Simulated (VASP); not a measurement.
# Ga in VASP: further runs

The runs below take Ga through single point, with PBE, PBEsol-based global hybrid with 25 % exact exchange.

All numbers are computed with VASP 6.6.1; they aren't measurements. Logs are shortened: lines on timing, memory, paths and dates and some standing lists are left out, and cuts for length are marked.

## (1) The cell of the first run

The typed cell holds 1 atom: a = 2.681 Å, b = 2.744 Å, c = 2.727 Å, α = 88.89°, β = 87.97°, γ = 91.10°.

## (2) Single point, PBE

INCAR

```
  PREC = Accurate
  ENCUT = 520
  EDIFF = 1E-7
  ISMEAR = 0
  SIGMA = 0.05
  LREAL = False
  LASPH = True
  NELM = 80
  ALGO = Fast
  ISIF = 2
  LWAVE = False
  LCHARG = False
  GGA = PE
  NBANDS = 12
```

KPOINTS

```
regular mesh
0
Gamma
  7 7 7
```

POSCAR

```
Ga
1.0
    2.6806350000     -0.0263540000      0.0481410000
   -0.0263540000      2.7441620000      0.0268250000
    0.0481410000      0.0268250000      2.7264290000
Ga
1
Direct
   -0.0051250000      0.0104450000     -0.0005950000
```

Potentials or basis: VASP PAW PBE potentials, release 64 (Ga_d).

Command:

```sh
cat potpaw_PBE.64/Ga_d/POTCAR > POTCAR
mpirun -np 1 vasp_std > vasp.out
```

OUTCAR:

```text
PREC = Accurate
   ENCUT = 520
   EDIFF = 1E-7
   ISMEAR = 0
   LREAL = False
   LASPH = True
   NELM = 80
   ISIF = 2
   GGA = PE

 ion  position               nearest neighbor table
   1  0.995  0.010  0.999-

  LATTYP: Found a triclinic cell.
 ALAT       =     3.7996457536
 B/A-ratio  =     0.7222830296
 C/A-ratio  =     1.0241975906
 COS(alpha) =     0.0003563787
 COS(beta)  =     0.5039825660
 COS(gamma) =     0.7086969029

  Lattice vectors:

 A1 = (   2.6542810000,   2.7178080000,   0.0749660000)
 A2 = (  -0.0263540000,   2.7441620000,   0.0268250000)
 A3 = (   2.7287760000,   0.0004710000,   2.7745700000)

Analysis of symmetry for initial positions (statically):
=====================================================================
 Subroutine PRICEL returns:
 Original cell was already a primitive cell.

 Routine SETGRP: Setting up the symmetry group for a
 triclinic supercell.

 Subroutine GETGRP returns: Found  2 space group operations
 (whereof  1 operations were pure point group operations)
 out of a pool of  2 trial point group operations.

The static configuration has the point symmetry C_1 .
 The point group associated with its full space group is S_2 .

Analysis of symmetry for dynamics (positions and initial velocities):
=====================================================================
 Subroutine PRICEL returns:
 Original cell was already a primitive cell.

 Routine SETGRP: Setting up the symmetry group for a
 triclinic supercell.

 Subroutine GETGRP returns: Found  2 space group operations
 (whereof  1 operations were pure point group operations)
 out of a pool of  2 trial point group operations.

The dynamic configuration has the point symmetry C_1 .
 The point group associated with its full space group is S_2 .

 Subroutine INISYM returns: Found  2 space group operations
 (whereof  1 operations are pure point group operations),
 and found     1 'primitive' translations

----------------------------------------------------------------------------------------

                                     Primitive cell

  volume of cell :      20.0456

  direct lattice vectors                    reciprocal lattice vectors
     2.680635000 -0.026354000  0.048141000     0.373200799  0.003648861 -0.006625568
    -0.026354000  2.744162000  0.026825000     0.003648861  0.364480700 -0.003650509
     0.048141000  0.026825000  2.726429000    -0.006625568 -0.003650509  0.366933042

  length of vectors
     2.681196765  2.744419647  2.726985924     0.373277442  0.364517244  0.367011010

  position of ions in fractional coordinates (direct lattice)
     0.994875000  0.010445000  0.999405000

  ion indices of the primitive-cell ions
   primitive index   ion index
                 1           1

----------------------------------------------------------------------------------------

 KPOINTS: regular mesh

Automatic generation of k-mesh.
 Grid dimensions read from file:
 generate k-points for:    7    7    7

 Generating k-lattice:

  Cartesian coordinates                     Fractional coordinates (reciprocal lattice)
     0.053314400  0.000521266 -0.000946510     0.142857143  0.000000000  0.000000000
     0.000521266  0.052068671 -0.000521501     0.000000000  0.142857143  0.000000000
    -0.000946510 -0.000521501  0.052419006     0.000000000  0.000000000  0.142857143

  Length of vectors
     0.053325349  0.052073892  0.052430144

  Shift w.r.t. Gamma in fractional coordinates (k-lattice)
     0.000000000  0.000000000  0.000000000

 Subroutine IBZKPT returns following result:
 ===========================================

 Found    172 irreducible k-points:

 Following reciprocal coordinates:
            Coordinates               Weight
  0.000000  0.000000  0.000000      1.000000
  0.142857  0.000000  0.000000      2.000000
  0.285714  0.000000  0.000000      2.000000
  0.428571 -0.000000  0.000000      2.000000
  0.000000  0.142857  0.000000      2.000000
  0.142857  0.142857  0.000000      2.000000
[... 16 lines left out ...]
 -0.428571  0.428571 -0.000000      2.000000
 -0.285714  0.428571 -0.000000      2.000000
 [... further k-points ...]
   k-points           NKPTS =    172   k-points in BZ     NKDIM =    172   number of bands    NBANDS=     12
   number of dos      NEDOS =    301   number of ions     NIONS =      1
   total plane-waves  NPLWV =   8000
   dimension x,y,z NGX =    20 NGY =   20 NGZ =   20
   dimension x,y,z NGXF=    40 NGYF=   40 NGZF=   40
   ions per type =               1
   NGX,Y,Z   is equivalent  to a cutoff of  12.40, 12.12, 12.19 a.u.
   NGXF,Y,Z  is equivalent  to a cutoff of  24.80, 24.23, 24.39 a.u.
 SYSTEM =  unknown system
   PREC   = accura    normal or accurate (medium, high low for compatibility)
   ISTART =      0    job   : 0-new  1-cont  2-samecut
   ICHARG =      2    charge: 1-file 2-atom 10-const
   ISPIN  =      1    spin polarized calculation?
   LNONCOLLINEAR =      F non collinear calculations
   LSORBIT =      F    spin-orbit coupling
   LASPH  =      T    aspherical Exc in radial PAW
   ENCUT  =  520.0 eV  38.22 Ry    6.18 a.u.   4.99  5.10  5.07*2*pi/ulx,y,z
   NELM   =     80;   NELMIN=  2; NELMDL= -5     # of ELM steps
   EDIFF  = 0.1E-06   stopping-criterion for ELM
   LREAL  =      F    real-space projection
   EDIFFG = 0.1E-05   stopping-criterion for IOM
   NSW    =      0    number of steps for IOM
   IBRION =     -1    ionic relax: 0-MD 1-quasi-New 2-CG
   NFREE  =      0    steps in history (QN), initial steepest desc. (CG)
   ISIF   =      2    stress and relaxation
   ISYM   =      2    0-nonsym 1-usesym 2-fastsym
   POTIM  = 0.5000    time-step for ionic-motion
   TEBEG  =    0.0;   TEEND  =   0.0 temperature during run
   PSTRESS=    0.0 pullay stress
   NELECT =      13.0000    total number of electrons
   NUPDOWN=      -1.0000    fix difference up-down
   EMIN   =  10.00;   EMAX   =-10.00  energy-range for DOS
   EFERMI =   0.00;   METHOD = LEGACY
   ISMEAR =     0;   SIGMA  =   0.05  broadening in eV -4-tet -1-fermi 0-gaus
   EFERMI_NEDOS =   21; number of points for ismear=-14 and -15
   IALGO  =     68    algorithm
   IMIX   =      4    mixing-type and parameters
     AMIX     =   0.40;   BMIX     =  1.00
     AMIX_MAG =   1.60;   BMIX_MAG =  1.00
  volume/ion in A,a.u.               =      20.05       135.27
  Fermi-wavevector in a.u.,A,eV,Ry     =   1.417042  2.677821 27.320611  2.008008
  Thomas-Fermi vector in A             =   2.538314
   LORBIT       =      0    0 simple, 1 ext, 2 COOP (PROOUT), +10 PAW based schemes
   GGA     = PE    functional components
   LHFCALC =     F    Hartree Fock is set to
   AEXX    =    0.0000 exact exchange contribution
   IVDW    =     0    specifies the selected vdW correction
   LEPSILON=     F    determine dielectric tensor
   LRPA    =     F    only Hartree local field effects (RPA)
 non-spin polarized calculation
 RMM-DIIS sequential band-by-band and
 Gauss-broadening in eV      SIGMA  =   0.05
  energy-cutoff  :      520.00
  volume of cell :       20.05
 maximum number of plane-waves:       551
   NGX =  9   NGY = 11   NGZ = 11

 number of electron      13.0000005 magnetization

 Free energy of the ion-electron system (eV)
  ---------------------------------------------------
  ext. energy  EPLUGINS =         0.00000000
  ---------------------------------------------------
  free energy    TOTEN  =        -2.83722730 eV

  energy without entropy =       -2.83686783  energy(sigma->0) =       -2.83704756

 E-fermi :   4.9311     XC(G=0): -10.6347

 val. band max:        4.9298532676   @ k =  -0.4286   0.4286   0.1429
 cond. band min:       4.9644988321   @ k =   0.4286  -0.4286   0.1429
 fundamental gap:      0.0346455645
 Fermi energy:         4.9311066256

 k-point     1 :       0.0000    0.0000    0.0000
  band No.  band energies     occupation
      1     -10.3736      2.00000
      2     -10.3479      2.00000
      3      -9.8625      2.00000
      4      -9.8433      2.00000
      5      -9.8405      2.00000
      6      -5.7999      2.00000
      7      13.3163      0.00000
      8      13.5921      0.00000
      9      14.2835      0.00000
     10      16.4019      0.00000
     11      16.8437      0.00000
     12      19.2023      0.00000

 k-point     2 :       0.1429    0.0000    0.0000
  band No.  band energies     occupation
      1     -10.3403      2.00000
      2     -10.3005      2.00000
      3      -9.8790      2.00000
      4      -9.8706      2.00000
      5      -9.8542      2.00000
      6      -5.3730      2.00000
      7      10.1701      0.00000
      8      13.7598      0.00000
      9      14.0301      0.00000
     10      16.7843      0.00000
     11      18.2604      0.00000
     12      22.8922      0.00000

 k-point     3 :       0.2857    0.0000    0.0000
  band No.  band energies     occupation
      1     -10.3217      2.00000
      2     -10.1471      2.00000
      3      -9.9441      2.00000
      4      -9.9365      2.00000
      5      -9.8501      2.00000
      6      -4.0761      2.00000
      7       5.5083      0.00000
      8      14.9923      0.00000
      9      15.2346      0.00000
     10      17.8993      0.00000
     11      19.3326      0.00000
     12      25.3984      0.00000
[... 286 lines left out ...]
 k-point    23 :      -0.4286    0.4286   -0.0000
  band No.  band energies     occupation
      1     -10.2156      2.00000
      2     -10.1723      2.00000
      3      -9.9720      2.00000
      4      -9.9608      2.00000
      5      -9.7464      2.00000
      6       1.3383      2.00000
      7       4.5514      2.00000
      8       5.3825      0.00000
      9      10.0004      0.00000
     10      19.7783      0.00000
     11      23.6922      0.00000
     12      25.0126      0.00000

 k-point    24 :      -0.2857    0.4286   -0.0000
  band No.  band energies     occupation
      1     -10.2082      2.00000
      2     -10.1287      2.00000
      3      -9.9685      2.00000
      4      -9.9228      2.00000
      5      -9.8825      2.00000
      6      -0.6775      2.00000
      7       3.2418      2.00000
      8       8.9117      0.00000
      9      13.1337      0.00000
     10      18.2289      0.00000
     11      21.9855      0.00000
     12      23.8471      0.00000

 [... further k-points ...]

------------------------ aborting loop because EDIFF is reached ----------------------------------------

  FORCE on cell =-STRESS in cart. coord.  units (eV):
  Direction    XX          YY          ZZ          XY          YZ          ZX
  --------------------------------------------------------------------------------------
  -------------------------------------------------------------------------------------
  Total        0.1903616     -0.2111497     -0.1248143     -0.2093448      0.0669915      0.1874847
  in kB       15.2149431    -16.8764613     -9.9759746    -16.7322053      5.3544004     14.9850023
  external PRESSURE =      -3.8791643 kB  Pullay stress =       0.0000000 kB

 VOLUME and BASIS-vectors are now :
 -----------------------------------------------------------------------------
  energy-cutoff  :      520.00
  volume of cell :       20.05
      direct lattice vectors                 reciprocal lattice vectors
     2.680635000 -0.026354000  0.048141000     0.373200799  0.003648861 -0.006625568
    -0.026354000  2.744162000  0.026825000     0.003648861  0.364480700 -0.003650509
     0.048141000  0.026825000  2.726429000    -0.006625568 -0.003650509  0.366933042

 POSITION                                       TOTAL-FORCE (eV/Angst)
 -----------------------------------------------------------------------------------
      2.71473      0.02925      2.77298         0.000000      0.000000      0.000000
 -----------------------------------------------------------------------------------
    total drift:                                0.000115      0.000039      0.000010

  FREE ENERGIE OF THE ION-ELECTRON SYSTEM (eV)
  ---------------------------------------------------
  free  energy   TOTEN  =        -2.8372273005 eV

  energy  without entropy=       -2.8368678271  energy(sigma->0) =       -2.83704756
```

Run time: 49 s. Hardware: 1 thread of Intel Xeon 8259CL, shared host; peak memory 0.15 GiB.

Results:

```
Free energy            : -2.8372 eV
Pressure               : -0.4 GPa
Band gap on the k mesh : zero (an odd number of electrons rules out a gap without spin polarisation)
```

Levels at points of the mesh, in eV from the Fermi level:
```tsv
k point	band 3	band 4	band 5	band 6	band 7	band 8	band 9	band 10	band 11	band 12
(0.00, 0.00, 0.00)	-14.79	-14.77	-14.77	-10.73	8.39	8.66	9.35	11.47	11.91	14.27
```

## (3) Single point, PBEsol-based global hybrid with 25 % exact exchange

This run uses another cell than the first one, of 18.65 Å³/atom.

POSCAR

```
Ga
1.0
    2.6520449208      0.0000000000      0.0000000000
    0.0000000000      2.6520449208      0.0000000000
    0.0000000000      0.0000000000      2.6520449208
Ga
1
Direct
    0.0000000000      0.0000000000      0.0000000000
```

INCAR.step1

```
PREC = Accurate
ENCUT = 520
EDIFF = 1E-5
ISMEAR = -1
SIGMA = 0.05
LREAL = F
LASPH = T
NELM = 60
ALGO = Normal
ISIF = 2
LWAVE = T
LCHARG = F
GGA = PE
NBANDS = 12
```

INCAR.step2

```
PREC = Accurate
ENCUT = 520
EDIFF = 1E-7
ISMEAR = -1
SIGMA = 0.05
LREAL = F
LASPH = T
NELM = 60
ALGO = Normal
ISIF = 2
LWAVE = F
LCHARG = F
GGA = PS
LHFCALC = T
AEXX = 0.25
PRECFOCK = Normal
ISTART = 1
NBANDS = 12
```

KPOINTS

```
Automatic mesh
0
Gamma
  5 5 5
```

Potentials or basis: VASP PAW PBE potentials, release 64 (Ga_d).

Command:

```sh
cat potpaw_PBE.64/Ga_d/POTCAR > POTCAR
cp INCAR.step1 INCAR
mpirun -np 1 vasp_std > vasp.out
cp INCAR.step2 INCAR
mpirun -np 1 vasp_std > vasp.out
```

It took 5.7 min on 1 thread of Intel Xeon 8259CL, shared host; peak memory 0.13 GiB.

It converged, with:

| Quantity | Value |
| --- | --- |
| Free energy | -3.8537 eV |
| Pressure | 0.0 GPa |
| Band gap on the k mesh | zero (an odd number of electrons rules out a gap without spin polarisation) |

Levels at points of the mesh, in eV from the Fermi level:
| k point | band 4 | band 5 | band 6 | band 7 | band 8 | band 9 |
| --- | --- | --- | --- | --- | --- | --- |
| (0.00, 0.00, 0.00) | -17.48 | -17.48 | -12.56 | 11.14 | 11.14 | 11.14 |

Caveat: the k points lie up to 0.47 Å⁻¹ apart, too coarse for converged energies and pressures of a metal; the PAW data sets were made with another functional, which shifts forces and pressure a little.
